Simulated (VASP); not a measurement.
The system is LiMgCl.

```
Li Mg Cl
1.0
     3.50669    0.00000    0.00000
    -1.75334    3.03688    0.00000
     0.00000    0.00000    5.72640
Li Mg Cl
2 2 2
Direct
  0.33333 0.66667 0.93750
  0.66667 0.33333 0.43750
  0.00000 0.00000 0.25000
  0.00000 0.00000 0.75000
  0.66667 0.33333 0.06250
  0.33333 0.66667 0.56250
```

The cell was generated, and may not be a known phase.

* Program: VASP 6.6.1
* Task: relaxation of cell and atoms
* Functional: PBE
* Potentials or basis: VASP PAW PBE potentials, release 64 (Li_sv, Mg, Cl)
* Cutoff: 600 eV
* k mesh: 6 × 6 × 4
* Occupations: gaussian, width 0.1 eV
* Spin: no spin polarisation

At the start: pressure 74.1 GPa; volume 10.16 Å³/atom.

Question: How do energy, volume and symmetry change on relaxing?

Answer: Over 18 steps the energy falls by 1746.1 meV/atom and the volume is 22.31 Å³/atom (+119.5 %); space group P6_3mc (No. 186, to 0.1 Å) before and after.

Step by step:
| step | energy change (eV) | largest force (eV/Å) | pressure (GPa) | volume (Å³) |
| --- | --- | --- | --- | --- |
| 1 | 0.0000 | 1.0350 | 74.08 | 60.98 |
| 2 | -9.5396 | 0.4235 | 6.59 | 112.55 |
| 3 | -9.9033 | 0.3322 | 2.39 | 125.53 |
| 4 | -9.8855 | 0.2570 | -1.99 | 154.39 |
| 5 | -9.9933 | 0.2919 | -0.36 | 139.85 |
| 6 | -9.9949 | 0.2969 | -0.05 | 137.83 |
| 7 | -10.0263 | 0.3164 | -0.13 | 137.70 |
| 8 | -10.1348 | 0.3577 | -0.34 | 137.18 |
| 9 | -10.3621 | 0.2543 | -0.36 | 135.71 |
| 10 | -9.7210 | 2.4311 | 3.74 | 130.87 |
| 11 | -10.3880 | 0.2434 | -0.27 | 135.21 |
| 12 | -10.3590 | 0.6951 | 0.91 | 133.19 |
| 13 | -10.4184 | 0.2218 | -0.01 | 134.55 |
| 14 | -10.4210 | 0.2737 | 0.15 | 134.26 |
| 15 | -10.4581 | 0.1454 | -0.20 | 135.61 |
| 16 | -10.4699 | 0.0334 | -0.50 | 136.98 |
| 17 | -10.4704 | 0.0307 | 0.61 | 130.95 |
| 18 | -10.4767 | 0.0034 | 0.04 | 133.86 |

Final structure:
```
Li Mg Cl
1.0
     4.94870    0.00000    0.00000
    -2.47435    4.28570    0.00000
     0.00000    0.00000    6.31178
Li Mg Cl
2 2 2
Direct
  0.33333 0.66667 0.96334
  0.66667 0.33333 0.46335
  0.00000 0.00000 0.19083
  0.00000 0.00000 0.69083
  0.66667 0.33333 0.09583
  0.33333 0.66667 0.59583
```

Caveat: the cutoff is under 1.25 times the usual one of these potentials, so pressure, stress and relaxed cells hold a basis-set (Pulay) error; the volume moved by over 15 % at a fixed basis, so the end points are rough.
